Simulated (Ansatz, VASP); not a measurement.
## AgCl in VASP and in Ansatz

File INCAR:

```
  ALGO = Normal
  EDIFF = 1E-7
  ENCUT = 520
  GGA = PS
  GGA_COMPAT = F
  ISIF = 2
  ISMEAR = 0
  LASPH = T
  LCHARG = F
  LMAXMIX = 4
  LNONCOLLINEAR = T
  LORBIT = 11
  LORBMOM = T
  LREAL = F
  LSORBIT = T
  LWAVE = F
  MAGMOM = 0 0 0 0 0 0
  NBANDS = 30
  NELM = 150
  PREC = Accurate
  SIGMA = 0.01
```

KPOINTS

```
k-points
0
Gamma
  8 8 8
```

POSCAR

```
AgCl
1.0
    2.7595859441      2.7595859441      0.0000000000
   -2.7595859441      2.7595859441      0.0000000000
    0.0000000000      2.7595859441      2.7595859441
Ag Cl
1 1
Direct
    0.0000000000      0.0000000000      0.0000000000
    0.5000000000      0.5000000000      0.0000000000
```

Input for Ansatz:

```yaml
crystal:
  lattice:
    - [2.75958594409, 2.75958594409, 0.0]
    - [-2.75958594409, 2.75958594409, 0.0]
    - [0.0, 2.75958594409, 2.75958594409]
  atoms:
    - { symbol: Ag, position: [0.0, 0.0, 0.0] }
    - { symbol: Cl, position: [0.5, 0.5, 0.0] }
kpoints:
  mp_grid: { grid: [8, 8, 8] }
scf:
  occupations: { method: fixed }
  convergence: { dr2_threshold: 1.0e-10 }
hamiltonian:
  xc: pbesol
  pseudopotentials: { kind: all_electron, lapw: { basis_error: 0.0005 } }
magnetization:
  noncollinear: true
  spin_orbit: true
output:
  forces: true
  stress: true
  eigenstates:
    kpoints:
      - [0.0, 0.0, 0.0]
      - [0.5, 0.0, 0.0]
      - [0.0, 0.5, 0.5]
      - [0.0, -0.5, 0.0]
      - [0.5, 0.0, 0.5]
      - [-0.5, -0.5, -0.5]
      - [-0.5, 0.5, 0.0]
      - [0.0, 0.0, -0.5]
  eigenvalues: true
```

Alike in both runs: task single point; functional PBEsol; k mesh 8 × 8 × 8; non-collinear spin, spin-orbit coupling.

|  | VASP | Ansatz |
| --- | --- | --- |
| version | VASP 6.6.1 | Ansatz 0.2.0 |
| potentials or method | VASP PAW PBE potentials, release 64 (Ag, Cl), cutoff 520 eV | all-electron LAPW |
| occupations | gaussian, width 0.01 eV | fixed |

```csv
,VASP,Ansatz,Ansatz less VASP
pressure (GPa),-2.1,-2.0,+0.10
```

VASP's potentials were made for PBE, not for PBEsol. Ansatz ran all-electron here, and VASP with PAW potentials.
